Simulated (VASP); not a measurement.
Set up this calculation in VASP 6.6.1, as the native input.

```
Task                   : single point
Functional             : PBEsol
Potentials or basis    : VASP PAW PBE potentials, release 64 (Ge_d)
Cutoff                 : 520 eV
k mesh                 : 12 × 12 × 12
Occupations            : gaussian, width 0.1 eV
Spin                   : no spin polarisation
Dipole correction      : no
Further INCAR settings : ALGO = Normal; EDIFF = 1e-06; NBANDS = 21
```

The structure of Ge lies in POSCAR:

```
Ge
1.0
    0.0000000000      2.8378582441      2.8378582441
    2.8378582441      0.0000000000      2.8378582441
    2.8378582441      2.8378582441      0.0000000000
Ge
2
Direct
    0.0000000000      0.0000000000      0.0000000000
    0.2500000000      0.2500000000      0.2500000000
```

These files were run (other wordings do the same):

INCAR

```
PREC     = Accurate       # precision mode
ENCUT    = 520            # plane-wave cutoff, eV
EDIFF    = 1E-6           # SCF threshold, eV
ISMEAR   = 0              # smearing method
SIGMA    = 0.1            # smearing width, eV
LREAL    = F              # projectors in reciprocal space
LASPH    = T              # aspherical terms in the spheres
NELM     = 80             # most SCF steps
ALGO     = Normal         # electronic algorithm
ISIF     = 2              # what is computed and relaxed
LWAVE    = F              # write WAVECAR
LCHARG   = F              # write CHGCAR
GGA      = PS             # functional
NBANDS   = 21             # bands
```

KPOINTS

```
regular mesh
0
Gamma
  12 12 12
```

Potentials or basis: VASP PAW PBE potentials, release 64 (Ge_d).

Command:

```sh
$ cat potpaw_PBE.64/Ge_d/POTCAR > POTCAR
$ mpirun -np 1 vasp_std > vasp.out
```

Results of the run:

```json
{
 "Pressure": "-0.4 GPa",
 "Band gap on the k mesh": "zero (filled and empty bands touch)"
}
```

Caveat: the PAW data sets were made with another functional, which shifts forces and pressure a little.

Wall time 44 s on 1 thread of Intel(R) Xeon(R) Platinum 8375C CPU @ 2.90GHz (Ice Lake), with other jobs on the host, peak memory 0.2 GiB.
